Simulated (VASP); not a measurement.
# CsH (I4/mmm) in VASP: further runs

The runs below take CsH through single point, with LDA.

Program: VASP 6.6.1. These are calculated values, not measurements. Logs are shortened: lines on timing, memory, paths and dates and some standing lists are left out, and cuts for length are marked.

## (1) The cell of the first run

It takes space group I4/mmm (No. 139, tetragonal). The conventional cell has a = 4.509 Å, b = 4.509 Å, c = 6.631 Å, α = 90.00°, β = 90.00°, γ = 90.00°. Cs (site symmetry 4/mmm) has 6 H at 3.19 to 3.32 Å within 4.2 Å. Within 4.2 Å of H (site symmetry 4/mmm) lie 6 Cs at 3.19 to 3.32 Å.

## (2) Single point, LDA (strain +0.000 along x and y, +0.040 along z)

INCAR

```
SYSTEM = CsH
  ALGO = Normal
  EDIFF = 1E-6
  ENCUT = 520
  ISIF = 2
  ISMEAR = 0
  LASPH = .TRUE.
  LCHARG = .FALSE.
  LREAL = .FALSE.
  LWAVE = .FALSE.
  NBANDS = 12
  NELM = 100
  PREC = Accurate
  SIGMA = 0.05
```

KPOINTS

```
k-points
0
G
  8 8 8
  0 0 0
```

POSCAR

```
CsH
1.0
    0.0000000000      3.1880000000      3.3155200000
    3.1880000000      0.0000000000      3.3155200000
    3.1880000000      3.1880000000      0.0000000000
Cs H
1 1
Direct
    0.0000000000      0.0000000000      0.0000000000
    0.5000000000      0.5000000000      0.5000000000
```

Potentials or basis: VASP PAW LDA potentials, release 64 (Cs_sv, H).

Started as:

```
$ cat potpaw_LDA.64/Cs_sv/POTCAR potpaw_LDA.64/H/POTCAR > POTCAR
$ mpirun -np 1 vasp_std > vasp.out
```

OUTCAR:

```text
SYSTEM = CsH
   EDIFF = 1E-6
   ENCUT = 520
   ISIF = 2
   ISMEAR = 0
   LASPH = .TRUE.
   LREAL = .FALSE.
   NELM = 100
   PREC = Accurate

 ion  position               nearest neighbor table
   1  0.000  0.000  0.000-
   2  0.500  0.500  0.500-

  LATTYP: Found a body centered tetragonal cell.
 ALAT       =     4.5085128368
 C/A-ratio  =     1.4707821049

  Lattice vectors:

 A1 = (  -3.1880000000,   0.0000000000,   3.3155200000)
 A2 = (   3.1880000000,   0.0000000000,   3.3155200000)
 A3 = (   0.0000000000,   3.1880000000,  -3.3155200000)

Analysis of symmetry for initial positions (statically):
=====================================================================
 Subroutine PRICEL returns:
 Original cell was already a primitive cell.

 Routine SETGRP: Setting up the symmetry group for a
 body centered tetragonal supercell.

 Subroutine GETGRP returns: Found 16 space group operations
 (whereof 16 operations were pure point group operations)
 out of a pool of 16 trial point group operations.

The static configuration has the point symmetry D_4h.

Analysis of symmetry for dynamics (positions and initial velocities):
=====================================================================
 Subroutine PRICEL returns:
 Original cell was already a primitive cell.

 Routine SETGRP: Setting up the symmetry group for a
 body centered tetragonal supercell.

 Subroutine GETGRP returns: Found 16 space group operations
 (whereof 16 operations were pure point group operations)
 out of a pool of 16 trial point group operations.

The dynamic configuration has the point symmetry D_4h.

 Subroutine INISYM returns: Found 16 space group operations
 (whereof 16 operations are pure point group operations),
 and found     1 'primitive' translations

----------------------------------------------------------------------------------------

                                     Primitive cell

  volume of cell :      67.3935

  direct lattice vectors                    reciprocal lattice vectors
     0.000000000  3.188000000  3.315520000    -0.156838143  0.156838143  0.150805907
     3.188000000  0.000000000  3.315520000     0.156838143 -0.156838143  0.150805907
     3.188000000  3.188000000  0.000000000     0.156838143  0.156838143 -0.150805907

  length of vectors
     4.599567031  4.599567031  4.508512837     0.268214145  0.268214145  0.268214145

  position of ions in fractional coordinates (direct lattice)
     0.000000000  0.000000000  0.000000000
     0.500000000  0.500000000  0.500000000

  ion indices of the primitive-cell ions
   primitive index   ion index
                 1           1
                 2           2

----------------------------------------------------------------------------------------

 KPOINTS: k-points

Automatic generation of k-mesh.
 Grid dimensions read from file:
 generate k-points for:    8    8    8

 Generating k-lattice:

  Cartesian coordinates                     Fractional coordinates (reciprocal lattice)
    -0.019604768  0.019604768  0.018850738     0.125000000 -0.000000000  0.000000000
     0.019604768 -0.019604768  0.018850738    -0.000000000  0.125000000  0.000000000
     0.019604768  0.019604768 -0.018850738     0.000000000  0.000000000  0.125000000

  Length of vectors
     0.033526768  0.033526768  0.033526768

  Shift w.r.t. Gamma in fractional coordinates (k-lattice)
     0.000000000  0.000000000  0.000000000

 Subroutine IBZKPT returns following result:
 ===========================================

 Found     59 irreducible k-points:

 Following reciprocal coordinates:
            Coordinates               Weight
  0.000000  0.000000  0.000000      1.000000
  0.125000  0.000000  0.000000      8.000000
  0.250000  0.000000  0.000000      8.000000
  0.375000  0.000000  0.000000      8.000000
  0.500000  0.000000  0.000000      4.000000
  0.125000  0.125000  0.000000      2.000000
[... 16 lines left out ...]
  0.250000  0.000000  0.125000     16.000000
  0.375000 -0.000000  0.125000     16.000000
 [... further k-points ...]
   k-points           NKPTS =     59   k-points in BZ     NKDIM =     59   number of bands    NBANDS=     12
   number of dos      NEDOS =    301   number of ions     NIONS =      2
   total plane-waves  NPLWV =  46656
   dimension x,y,z NGX =    36 NGY =   36 NGZ =   36
   dimension x,y,z NGXF=    72 NGYF=   72 NGZF=   72
   ions per type =               1   1
   NGX,Y,Z   is equivalent  to a cutoff of  13.01, 13.01, 13.27 a.u.
   NGXF,Y,Z  is equivalent  to a cutoff of  26.02, 26.02, 26.55 a.u.
 SYSTEM =  CsH
   PREC   = accura    normal or accurate (medium, high low for compatibility)
   ISTART =      0    job   : 0-new  1-cont  2-samecut
   ICHARG =      2    charge: 1-file 2-atom 10-const
   ISPIN  =      1    spin polarized calculation?
   LNONCOLLINEAR =      F non collinear calculations
   LSORBIT =      F    spin-orbit coupling
   LASPH  =      T    aspherical Exc in radial PAW
   ENCUT  =  520.0 eV  38.22 Ry    6.18 a.u.   8.55  8.55  8.38*2*pi/ulx,y,z
   NELM   =    100;   NELMIN=  2; NELMDL= -5     # of ELM steps
   EDIFF  = 0.1E-05   stopping-criterion for ELM
   LREAL  =      F    real-space projection
   EDIFFG = 0.1E-04   stopping-criterion for IOM
   NSW    =      0    number of steps for IOM
   IBRION =     -1    ionic relax: 0-MD 1-quasi-New 2-CG
   NFREE  =      0    steps in history (QN), initial steepest desc. (CG)
   ISIF   =      2    stress and relaxation
   ISYM   =      2    0-nonsym 1-usesym 2-fastsym
   POTIM  = 0.5000    time-step for ionic-motion
   TEBEG  =    0.0;   TEEND  =   0.0 temperature during run
   PSTRESS=    0.0 pullay stress
   NELECT =      10.0000    total number of electrons
   NUPDOWN=      -1.0000    fix difference up-down
   EMIN   =  10.00;   EMAX   =-10.00  energy-range for DOS
   EFERMI =   0.00;   METHOD = LEGACY
   ISMEAR =     0;   SIGMA  =   0.05  broadening in eV -4-tet -1-fermi 0-gaus
   EFERMI_NEDOS =   21; number of points for ismear=-14 and -15
   IALGO  =     38    algorithm
   IMIX   =      4    mixing-type and parameters
     AMIX     =   0.40;   BMIX     =  1.00
     AMIX_MAG =   1.60;   BMIX_MAG =  1.00
  volume/ion in A,a.u.               =      33.70       227.40
  Fermi-wavevector in a.u.,A,eV,Ry     =   0.866700  1.637825 10.220271  0.751169
  Thomas-Fermi vector in A             =   1.985127
   LORBIT       =      0    0 simple, 1 ext, 2 COOP (PROOUT), +10 PAW based schemes
   GGA     = CA    functional components
   LHFCALC =     F    Hartree Fock is set to
   AEXX    =    0.0000 exact exchange contribution
   IVDW    =     0    specifies the selected vdW correction
   LEPSILON=     F    determine dielectric tensor
   LRPA    =     F    only Hartree local field effects (RPA)
 non-spin polarized calculation
 Gauss-broadening in eV      SIGMA  =   0.05
  energy-cutoff  :      520.00
  volume of cell :       67.39
 maximum number of plane-waves:      1849
 NGX is ok and might be reduce to    36
   NGX = 17   NGY = 17   NGZ = 17

 number of electron      10.0000001 magnetization

 Free energy of the ion-electron system (eV)
  ---------------------------------------------------
  ext. energy  EPLUGINS =         0.00000000
  ---------------------------------------------------
  free energy    TOTEN  =        -4.86711323 eV

  energy without entropy =       -4.86711323  energy(sigma->0) =       -4.86711323

 E-fermi :   0.0632     XC(G=0):  -7.3886

 val. band max:       -0.1471688110   @ k =   0.5000   0.0000   0.0000
 cond. band min:       1.8316571677   @ k =   0.5000   0.0000   0.0000
 fundamental gap:      1.9788259787
 Fermi energy:         0.0631684030

 k-point     1 :       0.0000    0.0000    0.0000
  band No.  band energies     occupation
      1     -21.5865      2.00000
      2      -8.0978      2.00000
      3      -8.0593      2.00000
      4      -8.0593      2.00000
      5      -1.9387      2.00000
      6       4.7095      0.00000
      7       4.9008      0.00000
      8       4.9008      0.00000
      9       5.2568      0.00000
     10       6.4892      0.00000
     11       6.7856      0.00000
     12       8.3294      0.00000

 k-point     2 :       0.1250    0.0000    0.0000
  band No.  band energies     occupation
      1     -21.5766      2.00000
      2      -8.2044      2.00000
      3      -8.0995      2.00000
      4      -8.0696      2.00000
      5      -1.7013      2.00000
      6       4.3021      0.00000
      7       4.8565      0.00000
      8       5.0222      0.00000
      9       5.1741      0.00000
     10       6.1947      0.00000
     11       6.4271      0.00000
     12       8.9787      0.00000

 k-point     3 :       0.2500    0.0000    0.0000
  band No.  band energies     occupation
      1     -21.5525      2.00000
      2      -8.4918      2.00000
      3      -8.1394      2.00000
      4      -8.0941      2.00000
      5      -1.1230      2.00000
      6       3.2117      0.00000
      7       4.7463      0.00000
      8       5.0087      0.00000
      9       5.4050      0.00000
     10       6.3304      0.00000
     11       6.3860      0.00000
     12      10.3723      0.00000

 k-point     4 :       0.3750    0.0000    0.0000
  band No.  band energies     occupation
      1     -21.5282      2.00000
      2      -8.7520      2.00000
      3      -8.1767      2.00000
      4      -8.1183      2.00000
      5      -0.4801      2.00000
      6       2.2625      0.00000
      7       4.4205      0.00000
      8       4.6896      0.00000
      9       6.0687      0.00000
     10       7.1777      0.00000
     11       7.2687      0.00000
     12      10.2198      0.00000

 k-point     5 :       0.5000    0.0000    0.0000
  band No.  band energies     occupation
      1     -21.5181      2.00000
      2      -8.8531      2.00000
      3      -8.1919      2.00000
      4      -8.1282      2.00000
      5      -0.1472      2.00000
      6       1.8317      0.00000
      7       4.2822      0.00000
      8       4.5474      0.00000
      9       6.7059      0.00000
     10       7.8125      0.00000
     11       8.0027      0.00000
     12       9.1233      0.00000
[... 228 lines left out ...]
      1     -21.5036      2.00000
      2      -8.7614      2.00000
      3      -8.2857      2.00000
      4      -8.2857      2.00000
      5      -1.2728      2.00000
      6       2.8496      0.00000
      7       4.7976      0.00000
      8       7.5692      0.00000
      9       7.9245      0.00000
     10       7.9245      0.00000
     11       8.0303      0.00000
     12       8.4274      0.00000

 k-point    22 :       0.1250    0.0000    0.1250
  band No.  band energies     occupation
      1     -21.5728      2.00000
      2      -8.1922      2.00000
      3      -8.1338      2.00000
      4      -8.1045      2.00000
      5      -1.6266      2.00000
      6       4.3576      0.00000
      7       4.7790      0.00000
      8       4.9398      0.00000
      9       5.0558      0.00000
     10       6.0117      0.00000
     11       6.7905      0.00000
     12       9.2954      0.00000

 k-point    23 :       0.2500    0.0000    0.1250
  band No.  band energies     occupation
      1     -21.5531      2.00000
      2      -8.4138      2.00000
      3      -8.1684      2.00000
      4      -8.1321      2.00000
      5      -1.2151      2.00000
      6       3.6280      0.00000
      7       4.2152      0.00000
      8       5.0876      0.00000
      9       5.6493      0.00000
     10       6.0259      0.00000
     11       6.8804      0.00000
     12      10.0228      0.00000

 k-point    24 :       0.3750   -0.0000    0.1250
  band No.  band energies     occupation
      1     -21.5289      2.00000
      2      -8.6663      2.00000
      3      -8.2064      2.00000
      4      -8.1647      2.00000
      5      -0.6951      2.00000
      6       2.7055      0.00000
      7       4.2179      0.00000
      8       4.8552      0.00000
      9       5.9571      0.00000
     10       6.8740      0.00000
     11       7.5440      0.00000
     12      10.4111      0.00000

 [... further k-points ...]

------------------------ aborting loop because EDIFF is reached ----------------------------------------

  FORCE on cell =-STRESS in cart. coord.  units (eV):
  Direction    XX          YY          ZZ          XY          YZ          ZX
  --------------------------------------------------------------------------------------
  -------------------------------------------------------------------------------------
  Total       -0.5380147     -0.5380147     -0.7679946      0.0000000      0.0000000      0.0000000
  in kB      -12.7904677    -12.7904677    -18.2578862      0.0000000      0.0000000      0.0000000
  external PRESSURE =     -14.6129405 kB  Pullay stress =       0.0000000 kB

 VOLUME and BASIS-vectors are now :
 -----------------------------------------------------------------------------
  energy-cutoff  :      520.00
  volume of cell :       67.39
      direct lattice vectors                 reciprocal lattice vectors
     0.000000000  3.188000000  3.315520000    -0.156838143  0.156838143  0.150805907
     3.188000000  0.000000000  3.315520000     0.156838143 -0.156838143  0.150805907
     3.188000000  3.188000000  0.000000000     0.156838143  0.156838143 -0.150805907

 POSITION                                       TOTAL-FORCE (eV/Angst)
 -----------------------------------------------------------------------------------
      0.00000      0.00000      0.00000         0.000000      0.000000      0.000000
      3.18800      3.18800      3.31552        -0.000000     -0.000000     -0.000000
 -----------------------------------------------------------------------------------
    total drift:                               -0.000000      0.000000      0.000000

  FREE ENERGIE OF THE ION-ELECTRON SYSTEM (eV)
  ---------------------------------------------------
  free  energy   TOTEN  =        -4.8671132277 eV

  energy  without entropy=       -4.8671132277  energy(sigma->0) =       -4.86711323
```

It took 54 s on 1 thread of Intel Xeon 8259CL, shared host; peak memory 0.2 GiB.

What came out:

- Free energy: -4.8671 eV
- Pressure: -1.5 GPa
- Band gap on the k mesh: 1.98 eV

Stress tensor (GPa, compression positive):
```
-1.28  0.00  0.00
 0.00 -1.28  0.00
 0.00  0.00 -1.83
```

Levels at points of the mesh, in eV from the valence-band top:
| k point | band 3 | band 4 | band 5 | band 6 | band 7 | band 8 |
| --- | --- | --- | --- | --- | --- | --- |
| (0.00, 0.00, 0.00) | -7.91 | -7.91 | -1.79 | 4.86 | 5.05 | 5.05 |
| (0.50, 0.00, 0.00) | -8.04 | -7.98 | 0.00 | 1.98 | 4.43 | 4.69 |
| (0.50, 0.50, 0.00) | -8.14 | -8.14 | -1.13 | 3.00 | 4.94 | 7.72 |
| (0.50, 0.00, 0.50) | -8.21 | -8.19 | -1.12 | 2.90 | 5.28 | 7.49 |

Caveat: the cell differs from its parent crystal (strain +0.000 along x and y, +0.040 along z); spin-orbit coupling is left out, which moves the levels of the heavy elements. A k mesh can miss the band edges.

## (3) Single point, LDA (strain +0.040 along x and y, +0.080 along z)

INCAR

```
ALGO     = Normal         # electronic algorithm
EDIFF    = 1E-7           # SCF threshold, eV
ENCUT    = 520            # plane-wave cutoff, eV
ISIF     = 2              # what is computed and relaxed
ISMEAR   = 0              # smearing method
LASPH    = True           # aspherical terms in the spheres
LCHARG   = True           # write CHGCAR
LELF     = True           # ELF
LREAL    = False          # projectors in reciprocal space
LVHAR    = True         
LWAVE    = False          # write WAVECAR
NBANDS   = 12             # bands
NELM     = 60             # most SCF steps
PREC     = Accurate       # precision mode
SIGMA    = 0.05           # smearing width, eV
```

KPOINTS

```
k-points
0
Gamma
  8 8 8
```

POSCAR

```
CsH
1.0
    0.0000000000      3.3155200000      3.4430400000
    3.3155200000      0.0000000000      3.4430400000
    3.3155200000      3.3155200000      0.0000000000
Cs H
1 1
Direct
    0.0000000000      0.0000000000      0.0000000000
    0.5000000000      0.5000000000      0.5000000000
```

Potentials or basis: VASP PAW LDA potentials, release 64 (Cs_sv, H).

Started as:

```
$ cat potpaw_LDA.64/Cs_sv/POTCAR potpaw_LDA.64/H/POTCAR > POTCAR
$ mpirun -np 1 vasp_std > vasp.out
```

Wall time 61 s (1 thread of Intel Xeon 8259CL, shared host); peak memory 0.2 GiB.

It converged, with:

| Quantity | Value |
| --- | --- |
| Free energy | -4.7775 eV |
| Pressure | -2.0 GPa |
| Band gap on the k mesh | 2.09 eV |

Stress tensor (GPa, compression positive):
```
-1.92  0.00  0.00
 0.00 -1.92  0.00
 0.00  0.00 -2.17
```

Levels at points of the mesh, in eV from the valence-band top:
```csv
k point,band 3,band 4,band 5,band 6,band 7,band 8
"(0.00, 0.00, 0.00)",-8.01,-8.01,-1.55,4.85,5.01,5.01
"(0.50, 0.00, 0.00)",-8.11,-8.06,0.00,2.09,4.46,4.69
"(0.50, 0.50, 0.00)",-8.17,-8.17,-0.85,3.17,4.59,7.18
"(0.50, 0.00, 0.50)",-8.22,-8.22,-0.84,3.08,4.88,7.01
```

Caveat: the cell differs from its parent crystal (strain +0.040 along x and y, +0.080 along z); spin-orbit coupling is left out, which moves the levels of the heavy elements. A k mesh can miss the band edges.
